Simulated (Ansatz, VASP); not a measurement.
# In in VASP and in Ansatz

The input INCAR:

```
SYSTEM = In
ALGO = Normal
EDIFF = 1E-7
ENCUT = 520
GGA = RE
ISIF = 2
ISMEAR = -1
LASPH = .TRUE.
LCHARG = .FALSE.
LREAL = .FALSE.
LWAVE = .FALSE.
NBANDS = 12
NELM = 100
PREC = Accurate
SIGMA = 0.1
```

File KPOINTS:

```
k-points
0
G
  11 11 11
  0 0 0
```

POSCAR

```
In
1.0
    3.0405724384      0.0000000000      0.0000000000
    0.0000000000      3.0405724384      0.0000000000
    0.0000000000      0.0000000000      3.0405724384
In
1
Direct
    0.0000000000      0.0000000000      0.0000000000
```

Input for Ansatz:

```yaml
crystal:
  lattice:
    - [3.0405724384, 0.0, 0.0]
    - [0.0, 3.0405724384, 0.0]
    - [0.0, 0.0, 3.0405724384]
  atoms:
    - { symbol: In, position: [0.0, 0.0, 0.0] }
hamiltonian:
  xc: revpbe
  pseudopotentials:
    kind: paw
    azcp:
      In: "pseudopotentials/In.paw.azcp"
basis:
  ecutwfc: 420
  fft_grid_basis: typed
kpoints:
  mp_grid: { grid: [11, 11, 11], shift: [0, 0, 0] }
magnetization:
  spin_polarized: false
scf:
  occupations: { method: fermi_dirac, width: 0.1 }
  lower_state_search: "off"
output:
  stress: true
```

Alike in both runs: task single point; functional revPBE; k mesh 11 × 11 × 11; occupations fermi-dirac, width 0.1 eV; no spin polarisation.

|  | VASP | Ansatz |
| --- | --- | --- |
| version | VASP 6.6.1 | Ansatz 0.2.0 |
| potentials or method | VASP PAW PBE potentials, release 64 (In_d), cutoff 520 eV | plane waves (420 eV) with PAW, scalar-relativistic |
| valence electrons in the cell | 13 | 13 |

|  | VASP | Ansatz | Ansatz less VASP |
| --- | --- | --- | --- |
| pressure (GPa) | 3.1 | 3.1 | +0.01 |

VASP's potentials were made for PBE, not for revPBE.
